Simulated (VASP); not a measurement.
Runs of VASP 6.6.1 on AlN. The structure is that of space group P4/nmm (No. 129), or close to it. The cells are those of the table. 

| cell | gap on the mesh (eV) | pressure (GPa) | largest force (eV/Å) |
| --- | --- | --- | --- |
| a = 2.860, b = 2.860, c = 14.136 Å, 12 atoms | 2.72 | -5.4 | (b) |
| a = 2.860, b = 2.860, c = 13.636 Å, 12 atoms | 3.08 | -5.7 | 0.95 |
| a = 2.860, b = 2.860, c = 12.636 Å, 12 atoms | (c) | (a) | 1.07 |
| a = 2.860, b = 2.860, c = 12.886 Å, 12 atoms | 3.69 | -5.7 | 1.06 |
| a = 2.860, b = 2.860, c = 11.836 Å, 12 atoms | 4.59 | 11.4 | 4.65 |

Alike in all rows: task single point; level PBEsol; potentials or basis VASP PAW PBE potentials, release 64 (Al, N); no spin polarisation; k mesh 8 × 8 × 2; cutoff (eV) 520; smearing gaussian 0.05 eV.

**Question.** Estimate the missing entries.

**Answer.** (a) -5.1; (b) 0.93; (c) 3.92.

Caveats: the PAW data sets were made with another functional, which shifts forces and pressure a little.

A k mesh can miss the band edges.
